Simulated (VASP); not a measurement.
# CaH5 in VASP: further runs, part 3 of 3

VASP 6.6.1. The steps go on from the part before.

## (5) Single point, PBE

This run uses another cell than the first one, of 9.13 Å³/atom.

File INCAR:

```
PREC = Accurate
ENCUT = 520
EDIFF = 1E-7
ISMEAR = 0
SIGMA = 0.1
LREAL = False
LASPH = True
NELM = 80
ALGO = Normal
ISIF = 2
LWAVE = False
LCHARG = True
GGA = PE
LELF = True
LVHAR = True
NBANDS = 16
```

File KPOINTS:

```
Automatic mesh
0
Gamma
  14 14 14
```

File POSCAR:

```
CaH5
1.0
   -1.5902681789      3.3650065426      2.5585774872
    1.5902681789     -3.3650065426      2.5585774872
    1.5902681789      3.3650065426     -2.5585774872
Ca H
1 5
Direct
    0.3444241850      0.3444241850      0.0000000000
    0.9868283004      0.6766652805      0.3101630199
    0.3665022606      0.6766652805      0.6898369801
    0.7938837155      0.1319604321      0.3380767166
    0.7938837155      0.4558069989      0.6619232834
    0.8017881929      0.8017881929      0.0000000000
```

Potentials or basis: VASP PAW PBE potentials, release 64 (Ca_sv, H).

Launch:

```console
$ cat potpaw_PBE.64/Ca_sv/POTCAR potpaw_PBE.64/H/POTCAR > POTCAR
$ mpirun -np 1 vasp_std > vasp.out
```

OUTCAR:

```text
PREC = Accurate
   ENCUT = 520
   EDIFF = 1E-7
   ISMEAR = 0
   LREAL = False
   LASPH = True
   NELM = 80
   ISIF = 2
   GGA = PE

 ion  position               nearest neighbor table
   1  0.344  0.344  0.000-
   2  0.987  0.677  0.310-
   3  0.367  0.677  0.690-
   4  0.794  0.132  0.338-
   5  0.794  0.456  0.662-
   6  0.802  0.802  0.000-

  LATTYP: Found a body centered orthorhombic cell.
 ALAT       =     3.1805363578
 B/A-ratio  =     1.6088968648
 C/A-ratio  =     2.1159994190

  Lattice vectors:

 A1 = (   1.5902681789,  -3.3650065426,  -2.5585774872)
 A2 = (  -1.5902681789,  -3.3650065426,   2.5585774872)
 A3 = (  -1.5902681789,   3.3650065426,  -2.5585774872)

Analysis of symmetry for initial positions (statically):
=====================================================================
 Subroutine PRICEL returns:
 Original cell was already a primitive cell.

 Routine SETGRP: Setting up the symmetry group for a
 body centered orthorhombic supercell.

[... 172 lines left out ...]

  energy without entropy =      -17.94144115  energy(sigma->0) =      -17.94339567

 E-fermi :  -0.1244     XC(G=0):  -8.5041

 val. band max:       -0.1411937186   @ k =  -0.3571   0.2857  -0.0000
 cond. band min:      -0.1204371747   @ k =   0.3571  -0.3571   0.0714
 fundamental gap:      0.0207565439
 Fermi energy:        -0.1244085400

 k-point     1 :       0.0000    0.0000    0.0000
  band No.  band energies     occupation
      1     -39.4814      2.00000
      2     -20.5881      2.00000
      3     -20.4136      2.00000
      4     -20.2544      2.00000
      5      -9.3476      2.00000
      6      -2.1445      2.00000
[... 433 lines left out ...]
      3     -20.4059      2.00000
      4     -20.3606      2.00000
      5      -8.9326      2.00000
      6      -1.9730      2.00000
[... 8 lines left out ...]
     15       8.5025      0.00000
     16      10.0736      0.00000

 [... further k-points ...]
[... 5 lines left out ...]
  --------------------------------------------------------------------------------------
  -------------------------------------------------------------------------------------
  Total       -0.0269025     -0.0237450     -0.0288081      0.0000000      0.0000000      0.0000000
  in kB       -0.7870235     -0.6946536     -0.8427733      0.0000000      0.0000000      0.0000000
  external PRESSURE =      -0.7748168 kB  Pullay stress =       0.0000000 kB

 VOLUME and BASIS-vectors are now :
 -----------------------------------------------------------------------------
  energy-cutoff  :      520.00
  volume of cell :       54.77
      direct lattice vectors                 reciprocal lattice vectors
    -1.590268179  3.365006543  2.558577487     0.000000000  0.148588121  0.195421089
     1.590268179 -3.365006543  2.558577487     0.314412378  0.000000000  0.195421089
     1.590268179  3.365006543 -2.558577487     0.314412378  0.148588121  0.000000000

 POSITION                                       TOTAL-FORCE (eV/Angst)
 -----------------------------------------------------------------------------------
      0.00000      0.00000      1.76247         0.000000     -0.000000      0.002380
      0.00000      2.08740      3.46260        -0.000000     -0.008052     -0.004274
      1.59027      1.27761      0.90402        -0.000000      0.008052     -0.004274
     -0.51500      3.36501      1.50385        -0.001941     -0.000000      0.000726
      0.51500      3.36501      1.50385         0.001941      0.000000      0.000726
      0.00000      0.00000      4.10287         0.000000     -0.000000      0.004717
 -----------------------------------------------------------------------------------
    total drift:                                0.000000      0.000000     -0.000253

  FREE ENERGIE OF THE ION-ELECTRON SYSTEM (eV)
  ---------------------------------------------------
  free  energy   TOTEN  =       -17.9453501948 eV

  energy  without entropy=      -17.9414411534  energy(sigma->0) =      -17.94339567
```

OSZICAR:

```text
N       E                     dE             d eps       ncg     rms          rms(c)
DAV:   1     0.846556159012E+02    0.84656E+02   -0.68004E+03 13696   0.813E+02
DAV:   2    -0.139264756902E+02   -0.98582E+02   -0.95271E+02 17136   0.232E+02
DAV:   3    -0.187306056928E+02   -0.48041E+01   -0.47810E+01 25160   0.424E+01
DAV:   4    -0.187602416897E+02   -0.29636E-01   -0.29633E-01 14880   0.334E+00
DAV:   5    -0.187606185040E+02   -0.37681E-03   -0.37681E-03 18824   0.293E-01    0.616E+00
DAV:   6    -0.180958636820E+02    0.66475E+00   -0.42249E-01 16392   0.345E+00    0.320E+00
DAV:   7    -0.179529908568E+02    0.14287E+00   -0.59638E-01 17272   0.357E+00    0.103E+00
DAV:   8    -0.179493806760E+02    0.36102E-02   -0.19977E-02 14704   0.803E-01    0.923E-01
DAV:   9    -0.179526728840E+02   -0.32922E-02   -0.14513E-01 16968   0.151E+00    0.458E-01
DAV:  10    -0.179482776286E+02    0.43953E-02   -0.79491E-03 16640   0.582E-01    0.275E-01
DAV:  11    -0.179452528249E+02    0.30248E-02   -0.92902E-03 17496   0.444E-01    0.646E-02
DAV:  12    -0.179453477901E+02   -0.94965E-04   -0.61479E-04 16248   0.159E-01    0.552E-02
DAV:  13    -0.179453555848E+02   -0.77946E-05   -0.12795E-04 18992   0.562E-02    0.303E-02
DAV:  14    -0.179453499428E+02    0.56419E-05   -0.26261E-05 17736   0.342E-02    0.555E-03
DAV:  15    -0.179453498421E+02    0.10076E-06   -0.22189E-06 16312   0.101E-02    0.509E-03
DAV:  16    -0.179453502245E+02   -0.38240E-06   -0.95075E-07 23728   0.771E-03    0.111E-03
DAV:  17    -0.179453501948E+02    0.29658E-07   -0.28642E-08  7664   0.120E-03
   1 F= -.17945350E+02 E0= -.17943396E+02  d E =-.390904E-02
```

Wall time 3.6 min (1 thread of Intel Xeon 6975P-C (Granite Rapids), shared host); peak memory 0.48 GiB.

Results:

| Property | Result |
| --- | --- |
| Free energy | -17.9454 eV |
| Pressure | -0.1 GPa |
| Largest force | 0.009 eV/Å |
| Band gap on the k mesh | zero (an odd number of electrons rules out a gap without spin polarisation) |

Forces in eV/Å, atoms in the order of the input:
```
Ca   0.000  0.000  0.002
H    0.000 -0.008 -0.004
H    0.000  0.008 -0.004
H   -0.002  0.000  0.001
H    0.002  0.000  0.001
H    0.000  0.000  0.005
```

Caveat: an odd number of electrons without spin polarisation forces a metal; a magnetic or distorted state may lie lower.

## (6) Summary

| task | cell | k mesh | cutoff (eV) | gap on the mesh (eV) | pressure (GPa) | largest force (eV/Å) |
| --- | --- | --- | --- | --- | --- | --- |
| single point | a = 4.332, b = 4.332, c = 3.378 Å, angles 112.4, 112.4, 70.3°, 6 atoms, atomic positions A | 4 × 4 × 4 | 520 | none | -0.1 | 0.02 |
| single point | a = 4.532, b = 4.532, c = 3.126 Å, angles 110.1, 110.1, 70.6°, 6 atoms, atomic positions B | 4 × 4 × 6 | 520 | none | -0.3 | 0.02 |
| relaxation of cell and atoms | relaxed from a = 4.332, b = 4.332, c = 3.378 Å, angles 112.4, 112.4, 70.3°, 6 atoms, atomic positions A | 4 × 4 × 6 | 600 | none | -0.1 | 0.03 |
| single point | a = 4.516 Å, angles 138.8, 83.7, 111.0°, 6 atoms, atomic positions C | 14 × 14 × 14 | 520 | none | -0.1 | 0.01 |

Alike in all rows: level PBE; potentials or basis VASP PAW PBE potentials, release 64 (Ca_sv, H); no spin polarisation; smearing gaussian 0.1 eV.

Caveats: some runs use coarse meshes; an odd number of electrons without spin polarisation forces a metal; a magnetic or distorted state may lie lower.

Absolute energies hang on the potentials; compare differences alone.

The gap in the log of VASP goes by the Fermi energy; the results here count the filled bands.